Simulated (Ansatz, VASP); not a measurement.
Two plane-wave programs on Fe

Contents of INCAR:

```
SYSTEM = Fe
PREC = Accurate ; ENCUT = 600
EDIFF = 1E-6 ; ISMEAR = -1
SIGMA = 0.05 ; LREAL = .FALSE.
LASPH = .TRUE. ; NELM = 200
ALGO = Normal ; ISIF = 2
LWAVE = .FALSE. ; LCHARG = .FALSE.
ISPIN = 2 ; MAGMOM = 0.012 0.012 -0.445 -0.445
LORBIT = 11 ; LMAXMIX = 4
GGA = PS ; NBANDS = 44
GGA_COMPAT = .FALSE.
```

Contents of KPOINTS:

```
regular mesh
0
G
  17 17 5
  0 0 0
```

Contents of POSCAR:

```
Fe
1.0
    2.4820002180      0.0000000000      0.0000000000
   -1.2410001090      2.1494752410      0.0000000000
    0.0000000000      0.0000000000      8.0009172504
Fe
4
Direct
    0.0000000000      0.0000000000      0.0000000000
    0.0000000000      1.0000000000      0.5000000000
    0.3333333333      0.6666666667      0.2500000000
    0.6666666667      0.3333333333      0.7500000000
```

Input for Ansatz:

```yaml
crystal:
  lattice:
    - [2.482000218, 0.0, 0.0]
    - [-1.241000109, 2.149475241, 0.0]
    - [0.0, 0.0, 8.0009172504]
  atoms:
    - { symbol: Fe, position: [0.0, 0.0, 0.0], spin: 0.012 }
    - { symbol: Fe, position: [0.0, 1.0, 0.5], spin: 0.012 }
    - { symbol: Fe, position: [0.3333333333, 0.6666666667, 0.25], spin: -0.445 }
    - { symbol: Fe, position: [0.6666666667, 0.3333333333, 0.75], spin: -0.445 }
hamiltonian:
  xc: pbesol
  pseudopotentials:
    kind: paw
    azcp:
      Fe: "pseudopotentials/Fe.paw.azcp"
basis:
  ecutwfc: 420
  fft_grid_basis: typed
kpoints:
  mp_grid: { grid: [17, 17, 5], shift: [0, 0, 0] }
magnetization:
  spin_polarized: true
scf:
  occupations: { method: fermi_dirac, width: 0.05 }
  lower_state_search: "off"
output:
  stress: true
  write_density: true
  write_potential: true
  elf: true
  volumetric_format: npy
```

Alike in both runs: task single point; functional PBEsol; k mesh 17 × 17 × 5; occupations fermi-dirac, width 0.05 eV; collinear spin.

|  | VASP | Ansatz |
| --- | --- | --- |
| version | VASP 6.6.1 | Ansatz 0.2.0 |
| potentials or method | VASP PAW PBE potentials, release 64 (Fe_sv), cutoff 600 eV | plane waves (420 eV) with PAW, scalar-relativistic |
| valence electrons in the cell | 64 | 64 |

```tsv
	VASP	Ansatz	Ansatz less VASP
pressure (GPa)	-21.2	-17.6	+3.64
traceless stress, the component that is largest in VASP (GPa)	2.30	2.19	-0.103
net moment per atom (μB)	0.34	0.34	-0.002
size of the moment on the site where the two differ most (μB)	1.06	1.07	+0.013
```

VASP's potentials were made for PBE, not for PBEsol, and Ansatz warns of the same on its side. Site moments also hang on the region over which each program counts them. The functional is the same, so the differences come from potentials, cutoffs and numerics.
